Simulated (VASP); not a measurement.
A run of VASP 6.6.1:

The input INCAR:

```
SYSTEM = LiCaF3
PREC     = Accurate       ! precision mode
ENCUT    = 520            ! plane-wave cutoff, eV
EDIFF    = 1E-6           ! SCF threshold, eV
ISMEAR   = 0              ! smearing method
SIGMA    = 0.05           ! smearing width, eV
LREAL    = .FALSE.        ! projectors in reciprocal space
LASPH    = .TRUE.         ! aspherical terms in the spheres
NELM     = 100            ! most SCF steps
ALGO     = Normal         ! electronic algorithm
ISIF     = 2              ! what is computed and relaxed
LWAVE    = .FALSE.        ! write WAVECAR
LCHARG   = .FALSE.        ! write CHGCAR
NBANDS   = 25             ! bands
```

Contents of KPOINTS:

```
regular mesh
0
G
  6 6 6
  0 0 0
```

The input POSCAR:

```
LiCaF3
1.0
    3.7612440000      0.0000000000      0.0000000000
    0.0000000000      3.7612440000      0.0000000000
    0.0000000000      0.0000000000      3.7612440000
Li Ca F
1 1 3
Direct
    0.5000000000      0.5000000000      0.5000000000
    0.0000000000      0.0000000000      0.0000000000
    0.0265869484      0.5000000000      0.5000000000
    0.5265869484      0.5000000000      0.0000000000
    0.5265869484      0.0000000000      0.5000000000
```

Potentials or basis: VASP PAW LDA potentials, release 64 (Li_sv, Ca_sv, F).

Command:

```sh
$ cat potpaw_LDA.64/Li_sv/POTCAR potpaw_LDA.64/Ca_sv/POTCAR potpaw_LDA.64/F/POTCAR > POTCAR
$ mpirun -np 1 vasp_std > vasp.out
```

Hardware: 1 thread of Intel(R) Xeon(R) Platinum 8259CL CPU @ 2.50GHz (Skylake/Cascade Lake), on a shared host.

Task: How long does it take, and how much memory?

Result: Wall time 41 s on 1 thread of Intel(R) Xeon(R) Platinum 8259CL CPU @ 2.50GHz (Skylake/Cascade Lake) (shared host), peak memory 0.17 GiB. Counts: scf iterations 13, k points 40.
